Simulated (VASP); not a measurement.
# CsCdCl2 (P4/mmm) in VASP: single point with PBE

Aim: the single point of CsCdCl2 with PBE.

All numbers are computed with VASP 6.6.1; they aren't measurements. Logs are shortened: lines on timing, memory, paths and dates and some standing lists are left out, and cuts for length are marked.

**1. The cell of the first run**

The structure is tetragonal, space group P4/mmm (No. 123). The conventional cell has a = 3.825 Å, b = 3.825 Å, c = 7.650 Å, α = 90.00°, β = 90.00°, γ = 90.00°. Within 4.4 Å of Cs (site symmetry 4/mmm) lie 8 Cl at 3.31 Å and 4 Cs at 3.82 Å and 2 Cd at 3.82 Å. Within 4.4 Å of Cd (site symmetry 4/mmm) lie 8 Cl at 3.31 Å and 4 Cd at 3.82 Å and 2 Cs at 3.82 Å. Within 4.4 Å of Cl (site symmetry 4mm) lie 4 Cs at 3.31 Å and 4 Cd at 3.31 Å and 6 Cl at 3.82 Å.

**2. Single point, PBE**

Contents of INCAR:

```
PREC = Accurate
ENCUT = 520
EDIFF = 1E-6
ISMEAR = 0
SIGMA = 0.1
LREAL = False
LASPH = True
NELM = 100
ALGO = Normal
ISIF = 2
LWAVE = False
LCHARG = False
GGA = PE
NBANDS = 26
```

Contents of KPOINTS:

```
Automatic mesh
0
Gamma
  4 4 2
```

Contents of POSCAR:

```
CsCdCl2
1.0
    3.8249455300      0.0000000000      0.0000000000
    0.0000000000      3.8249455300      0.0000000000
    0.0000000000      0.0000000000      7.6498910700
Cs Cd Cl
1 1 2
Direct
    0.0000000000      0.0000000000      0.5000000000
    0.0000000000      0.0000000000      0.0000000000
    0.5000000000      0.5000000000      0.2500000000
    0.5000000000      0.5000000000      0.7500000000
```

Potentials or basis: VASP PAW PBE potentials, release 64 (Cs_sv, Cd, Cl).

Run with:

```
$ cat potpaw_PBE.64/Cs_sv/POTCAR potpaw_PBE.64/Cd/POTCAR potpaw_PBE.64/Cl/POTCAR > POTCAR
$ mpirun -np 1 vasp_std > vasp.out
```

OUTCAR:

```text
PREC = Accurate
   ENCUT = 520
   EDIFF = 1E-6
   ISMEAR = 0
   LREAL = False
   LASPH = True
   NELM = 100
   ISIF = 2
   GGA = PE

 ion  position               nearest neighbor table
   1  0.000  0.000  0.500-
   2  0.000  0.000  0.000-
   3  0.500  0.500  0.250-
   4  0.500  0.500  0.750-

  LATTYP: Found a simple tetragonal cell.
 ALAT       =     3.8249455300
 C/A-ratio  =     2.0000000026

  Lattice vectors:

 A1 = (   3.8249455300,   0.0000000000,   0.0000000000)
 A2 = (   0.0000000000,   3.8249455300,   0.0000000000)
 A3 = (   0.0000000000,   0.0000000000,   7.6498910700)

Analysis of symmetry for initial positions (statically):
=====================================================================
 Subroutine PRICEL returns:
 Original cell was already a primitive cell.

 Routine SETGRP: Setting up the symmetry group for a
 simple tetragonal supercell.

 Subroutine GETGRP returns: Found 16 space group operations
 (whereof 16 operations were pure point group operations)
 out of a pool of 16 trial point group operations.

The static configuration has the point symmetry D_4h.

Analysis of symmetry for dynamics (positions and initial velocities):
=====================================================================
 Subroutine PRICEL returns:
 Original cell was already a primitive cell.

 Routine SETGRP: Setting up the symmetry group for a
 simple tetragonal supercell.

 Subroutine GETGRP returns: Found 16 space group operations
 (whereof 16 operations were pure point group operations)
 out of a pool of 16 trial point group operations.

The dynamic configuration has the point symmetry D_4h.

 Subroutine INISYM returns: Found 16 space group operations
 (whereof 16 operations are pure point group operations),
 and found     1 'primitive' translations

----------------------------------------------------------------------------------------

                                     Primitive cell

  volume of cell :     111.9195

  direct lattice vectors                    reciprocal lattice vectors
     3.824945530  0.000000000  0.000000000     0.261441632  0.000000000  0.000000000
     0.000000000  3.824945530  0.000000000     0.000000000  0.261441632  0.000000000
     0.000000000  0.000000000  7.649891070     0.000000000  0.000000000  0.130720816

  length of vectors
     3.824945530  3.824945530  7.649891070     0.261441632  0.261441632  0.130720816

  position of ions in fractional coordinates (direct lattice)
     0.000000000  0.000000000  0.500000000
     0.000000000  0.000000000  0.000000000
     0.500000000  0.500000000  0.250000000
     0.500000000  0.500000000  0.750000000

  ion indices of the primitive-cell ions
   primitive index   ion index
                 1           1
                 2           2
                 3           3
                 4           4

----------------------------------------------------------------------------------------

 KPOINTS: Automatic mesh

Automatic generation of k-mesh.
 Grid dimensions read from file:
 generate k-points for:    4    4    2

 Generating k-lattice:

  Cartesian coordinates                     Fractional coordinates (reciprocal lattice)
     0.065360408  0.000000000  0.000000000     0.250000000  0.000000000  0.000000000
     0.000000000  0.065360408  0.000000000     0.000000000  0.250000000  0.000000000
     0.000000000  0.000000000  0.065360408     0.000000000  0.000000000  0.500000000

  Length of vectors
     0.065360408  0.065360408  0.065360408

  Shift w.r.t. Gamma in fractional coordinates (k-lattice)
     0.000000000  0.000000000  0.000000000

 Subroutine IBZKPT returns following result:
 ===========================================

 Found     12 irreducible k-points:

 Following reciprocal coordinates:
            Coordinates               Weight
  0.000000  0.000000  0.000000      1.000000
  0.250000  0.000000  0.000000      4.000000
  0.500000  0.000000  0.000000      2.000000
  0.250000  0.250000  0.000000      4.000000
  0.500000  0.250000  0.000000      4.000000
  0.500000  0.500000  0.000000      1.000000
  0.000000  0.000000  0.500000      1.000000
  0.250000  0.000000  0.500000      4.000000
  0.500000  0.000000  0.500000      2.000000
  0.250000  0.250000  0.500000      4.000000
  0.500000  0.250000  0.500000      4.000000
  0.500000  0.500000  0.500000      1.000000
   k-points           NKPTS =     12   k-points in BZ     NKDIM =     12   number of bands    NBANDS=     26
   number of dos      NEDOS =    301   number of ions     NIONS =      4
   total plane-waves  NPLWV =  47040
   dimension x,y,z NGX =    28 NGY =   28 NGZ =   60
   dimension x,y,z NGXF=    56 NGYF=   56 NGZF=  120
   ions per type =               1   1   2
   NGX,Y,Z   is equivalent  to a cutoff of  12.17, 12.17, 13.04 a.u.
   NGXF,Y,Z  is equivalent  to a cutoff of  24.34, 24.34, 26.08 a.u.
 SYSTEM =  unknown system
   PREC   = accura    normal or accurate (medium, high low for compatibility)
   ISTART =      0    job   : 0-new  1-cont  2-samecut
   ICHARG =      2    charge: 1-file 2-atom 10-const
   ISPIN  =      1    spin polarized calculation?
   LNONCOLLINEAR =      F non collinear calculations
   LSORBIT =      F    spin-orbit coupling
   LASPH  =      T    aspherical Exc in radial PAW
   ENCUT  =  520.0 eV  38.22 Ry    6.18 a.u.   7.11  7.11 14.22*2*pi/ulx,y,z
   NELM   =    100;   NELMIN=  2; NELMDL= -5     # of ELM steps
   EDIFF  = 0.1E-05   stopping-criterion for ELM
   LREAL  =      F    real-space projection
   EDIFFG = 0.1E-04   stopping-criterion for IOM
   NSW    =      0    number of steps for IOM
   IBRION =     -1    ionic relax: 0-MD 1-quasi-New 2-CG
   NFREE  =      0    steps in history (QN), initial steepest desc. (CG)
   ISIF   =      2    stress and relaxation
   ISYM   =      2    0-nonsym 1-usesym 2-fastsym
   POTIM  = 0.5000    time-step for ionic-motion
   TEBEG  =    0.0;   TEEND  =   0.0 temperature during run
   PSTRESS=    0.0 pullay stress
   NELECT =      35.0000    total number of electrons
   NUPDOWN=      -1.0000    fix difference up-down
   EMIN   =  10.00;   EMAX   =-10.00  energy-range for DOS
   EFERMI =   0.00;   METHOD = LEGACY
   ISMEAR =     0;   SIGMA  =   0.10  broadening in eV -4-tet -1-fermi 0-gaus
   EFERMI_NEDOS =   21; number of points for ismear=-14 and -15
   IALGO  =     38    algorithm
   IMIX   =      4    mixing-type and parameters
     AMIX     =   0.40;   BMIX     =  1.00
     AMIX_MAG =   1.60;   BMIX_MAG =  1.00
  volume/ion in A,a.u.               =      27.98       188.82
  Fermi-wavevector in a.u.,A,eV,Ry     =   1.111209  2.099880 16.800264  1.234785
  Thomas-Fermi vector in A             =   2.247769
   LORBIT       =      0    0 simple, 1 ext, 2 COOP (PROOUT), +10 PAW based schemes
   GGA     = PE    functional components
   LHFCALC =     F    Hartree Fock is set to
   AEXX    =    0.0000 exact exchange contribution
   IVDW    =     0    specifies the selected vdW correction
   LEPSILON=     F    determine dielectric tensor
   LRPA    =     F    only Hartree local field effects (RPA)
 non-spin polarized calculation
 Gauss-broadening in eV      SIGMA  =   0.10
  energy-cutoff  :      520.00
  volume of cell :      111.92
 maximum number of plane-waves:      3056
   NGX = 15   NGY = 15   NGZ = 29

 number of electron      34.9999995 magnetization

 Free energy of the ion-electron system (eV)
  ---------------------------------------------------
  ext. energy  EPLUGINS =         0.00000000
  ---------------------------------------------------
  free energy    TOTEN  =        -9.11408803 eV

  energy without entropy =       -9.08890182  energy(sigma->0) =       -9.10149493

 E-fermi :   2.0714     XC(G=0):  -9.1244

 val. band max:        2.0213687434   @ k =   0.2500   0.0000   0.0000
 cond. band min:       2.0877347376   @ k =   0.5000   0.0000   0.0000
 fundamental gap:      0.0663659942
 Fermi energy:         2.0713589852

 k-point     1 :       0.0000    0.0000    0.0000
  band No.  band energies     occupation
      1     -18.9759      2.00000
      2     -12.6381      2.00000
      3     -12.6259      2.00000
      4      -6.1520      2.00000
      5      -6.1197      2.00000
      6      -6.0009      2.00000
[... 18 lines left out ...]
     25       9.6693      0.00000
     26      10.5534      0.00000

 k-point     2 :       0.2500    0.0000    0.0000
  band No.  band energies     occupation
      1     -18.8827      2.00000
      2     -12.6282      2.00000
      3     -12.5383      2.00000
      4      -6.1280      2.00000
      5      -6.0508      2.00000
      6      -6.0502      2.00000
[... 18 lines left out ...]
     25       9.8991      0.00000
     26      10.1064      0.00000

 k-point     3 :       0.5000    0.0000    0.0000
  band No.  band energies     occupation
      1     -18.7849      2.00000
      2     -12.6430      2.00000
      3     -12.4324      2.00000
      4      -6.4443      2.00000
      5      -6.1127      2.00000
      6      -6.0348      2.00000
[... 18 lines left out ...]
     25       9.5051      0.00000
     26       9.6786      0.00000

 k-point     4 :       0.2500    0.2500    0.0000
  band No.  band energies     occupation
      1     -18.7971      2.00000
      2     -12.5820      2.00000
      3     -12.4489      2.00000
      4      -6.0631      2.00000
      5      -6.0493      2.00000
      6      -6.0274      2.00000
[... 18 lines left out ...]
     25       9.1788      0.00000
     26       9.3588      0.00000
[... 148 lines left out ...]
      1     -18.7969      2.00000
      2     -12.5246      2.00000
      3     -12.5099      2.00000
      4      -6.2200      2.00000
      5      -6.1188      2.00000
      6      -6.0158      2.00000
[... 18 lines left out ...]
     25       9.4729      0.00000
     26       9.5789      0.00000

 k-point    11 :       0.5000    0.2500    0.5000
  band No.  band energies     occupation
      1     -18.7077      2.00000
      2     -12.4753      2.00000
      3     -12.4247      2.00000
      4      -6.4515      2.00000
      5      -6.1918      2.00000
      6      -6.0850      2.00000
[... 18 lines left out ...]
     25       9.4298      0.00000
     26      11.3842      0.00000

 k-point    12 :       0.5000    0.5000    0.5000
  band No.  band energies     occupation
      1     -18.6279      2.00000
      2     -12.3593      2.00000
      3     -12.3500      2.00000
      4      -6.5581      2.00000
      5      -6.5581      2.00000
      6      -6.1157      2.00000
[... 18 lines left out ...]
     25      11.4216      0.00000
     26      12.1464      0.00000

------------------------ aborting loop because EDIFF is reached ----------------------------------------

  FORCE on cell =-STRESS in cart. coord.  units (eV):
  Direction    XX          YY          ZZ          XY          YZ          ZX
  --------------------------------------------------------------------------------------
  -------------------------------------------------------------------------------------
  Total        2.0768152      2.0768152      2.3298243      0.0000000      0.0000000      0.0000000
  in kB       29.7305317     29.7305317     33.3524689      0.0000000      0.0000000      0.0000000
  external PRESSURE =      30.9378441 kB  Pullay stress =       0.0000000 kB

 VOLUME and BASIS-vectors are now :
 -----------------------------------------------------------------------------
  energy-cutoff  :      520.00
  volume of cell :      111.92
      direct lattice vectors                 reciprocal lattice vectors
     3.824945530  0.000000000  0.000000000     0.261441632  0.000000000  0.000000000
     0.000000000  3.824945530  0.000000000     0.000000000  0.261441632  0.000000000
     0.000000000  0.000000000  7.649891070     0.000000000  0.000000000  0.130720816

 POSITION                                       TOTAL-FORCE (eV/Angst)
 -----------------------------------------------------------------------------------
      0.00000      0.00000      3.82495        -0.000000     -0.000000      0.000000
      0.00000      0.00000      0.00000        -0.000000     -0.000000      0.000000
      1.91247      1.91247      1.91247        -0.000000      0.000000     -0.738248
      1.91247      1.91247      5.73742         0.000000      0.000000      0.738248
 -----------------------------------------------------------------------------------
    total drift:                               -0.000000      0.000000      0.000000

  FREE ENERGIE OF THE ION-ELECTRON SYSTEM (eV)
  ---------------------------------------------------
  free  energy   TOTEN  =        -9.1140880336 eV

  energy  without entropy=       -9.0889018247  energy(sigma->0) =       -9.10149493
```

Wall time 28 s (1 thread of Intel Xeon Platinum 8259CL at 2.50GHz (Skylake/Cascade Lake), shared host); peak memory 0.22 GiB.

Results:

```
Free energy   : -9.1141 eV
Pressure      : 3.1 GPa
Largest force : 0.738 eV/Å
```

Forces on the atoms (eV/Å):
```
Cs   0.000  0.000  0.000
Cd   0.000  0.000  0.000
Cl   0.000  0.000 -0.738
Cl   0.000  0.000  0.738
```

Caveat: the k points lie up to 0.41 Å⁻¹ apart; spin-orbit coupling is left out, which moves the levels of the heavy elements; an odd number of electrons without spin polarisation forces a metal; a magnetic or distorted state may lie lower.
